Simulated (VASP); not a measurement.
Set up this calculation in VASP 6.6.1, as the native input.

```yaml
Task: single point
Functional: LDA
Potentials_or_basis: VASP PAW LDA potentials, release 64 (Rh_pv)
Cutoff: 520 eV
k_mesh: 22 × 22 × 22
Occupations: gaussian, width 0.15 eV
Spin: no spin polarisation
Dipole_correction: no
Further_INCAR_settings: ALGO = Fast; EDIFF = 1e-07; NBANDS = 14
```

The structure of Rh lies in POSCAR:

```
Rh
1.0
    0.0000000000      1.9921281444      1.8441130233
    1.9921281444      0.0000000000      1.8441130233
    1.9921281444      1.9921281444      0.0000000000
Rh
1
Direct
    0.0000000000      0.0000000000      0.0000000000
```

These files were run (other wordings do the same):

INCAR

```
SYSTEM = Rh
  PREC = Accurate
  ENCUT = 520
  EDIFF = 1E-7
  ISMEAR = 0
  SIGMA = 0.15
  LREAL = .FALSE.
  LASPH = .TRUE.
  NELM = 60
  ALGO = Fast
  ISIF = 2
  LWAVE = .FALSE.
  LCHARG = .TRUE.
  LELF = .TRUE.
  LVHAR = .TRUE.
  NBANDS = 14
```

KPOINTS

```
Automatic mesh
0
G
  22 22 22
  0 0 0
```

Potentials or basis: VASP PAW LDA potentials, release 64 (Rh_pv).

Command:

```bash
$ cat potpaw_LDA.64/Rh_pv/POTCAR > POTCAR
$ mpirun -np 1 vasp_std > vasp.out
```

It gave:

```
Pressure               : -23.4 GPa
Band gap on the k mesh : zero (an odd number of electrons rules out a gap without spin polarisation)
```

Caveat: the stress differs along the axes, from -28 to -14 GPa.

Wall time 99 s on 1 thread of AMD EPYC 9R45 (Zen 5), with other jobs on the host, peak memory 0.21 GiB.
